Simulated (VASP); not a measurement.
As, 2 atoms in the cell. It takes space group R-3m (No. 166, trigonal). The conventional cell has a = 3.757 Å, b = 3.757 Å, c = 9.999 Å, α = 90.00°, β = 90.00°, γ = 120.00°. As (site symmetry 3m) has 6 As at 2.52 to 2.99 Å within 3.3 Å. 

- Program: VASP 6.6.1
- Task: single point
- Functional: LDA
- Potentials or basis: VASP PAW LDA potentials, release 64 (As_d)
- Cutoff: 600 eV
- k mesh: 15 × 15 × 15
- Occupations: fermi-dirac, width 0.15 eV
- Spin: no spin polarisation
- Dipole correction: no
- Further INCAR settings: ALGO = Normal; EDIFF = 1e-06; NBANDS = 22

Potentials or basis: VASP PAW LDA potentials, release 64 (As_d).

Command:

```bash
$ cat potpaw_LDA.64/As_d/POTCAR > POTCAR
$ mpirun -np 1 vasp_std > vasp.out
```

Hardware: 1 thread of Intel(R) Xeon(R) 6975P-C (Granite Rapids) (shared host).

Task: Estimate the wall time of this run.

Result: It took 74 s on 1 thread of Intel(R) Xeon(R) 6975P-C (Granite Rapids), with other jobs on the host, peak memory 0.38 GiB. Counts: scf iterations 10, k points 344.
